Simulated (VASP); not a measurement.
Crystal: NbSi.

```xyz
2
Lattice="3.1564 0.0000 0.0000 0.0000 3.1564 0.0000 0.0000 0.0000 3.1564" Properties=species:S:1:pos:R:3 pbc="T T T"
Nb    0.0000    0.0000    0.0000
Si    1.5782    1.5782    1.5782
```

| Property | Result |
| --- | --- |
| Program | VASP 6.6.1 |
| Task | relaxation of cell and atoms |
| Functional | r2SCAN |
| Potentials or basis | VASP PAW PBE potentials, release 64 (Nb_sv, Si) |
| Cutoff | 600 eV |
| k mesh | 8 × 8 × 8 |
| Occupations | fermi-dirac, width 0.05 eV |
| Spin | no spin polarisation |
| Hubbard terms | Nb d U = 8.0 eV |

At the start: pressure 11.8 GPa; volume 15.72 Å³/atom.

Problem. Where does the relaxation end?

Solution. Over 4 steps the energy falls by 36.2 meV/atom and the volume is 16.75 Å³/atom (+6.6 %); space group Pm-3m (No. 221, to 0.05 Å).

Step by step:
| step | energy change (eV) | largest force (eV/Å) | pressure (GPa) | volume (Å³) |
| --- | --- | --- | --- | --- |
| 1 | 0.0000 | 0.0000 | 11.81 | 31.45 |
| 2 | 0.0856 | 0.0000 | -13.27 | 37.03 |
| 3 | -0.0723 | 0.0000 | -0.35 | 33.58 |
| 4 | -0.0723 | 0.0000 | 0.04 | 33.51 |

Final structure:
```
Nb Si
1.0
     3.22393    0.00000    0.00000
     0.00000    3.22393    0.00000
     0.00000    0.00000    3.22393
Nb Si
1 1
Direct
  0.00000 0.00000 0.00000
  0.50000 0.50000 0.50000
```

Caveat: the PAW data sets were made with another functional, which shifts forces and pressure a little; U without spin polarisation on a metal has little footing; the U is typed as a test and isn't derived for this compound.
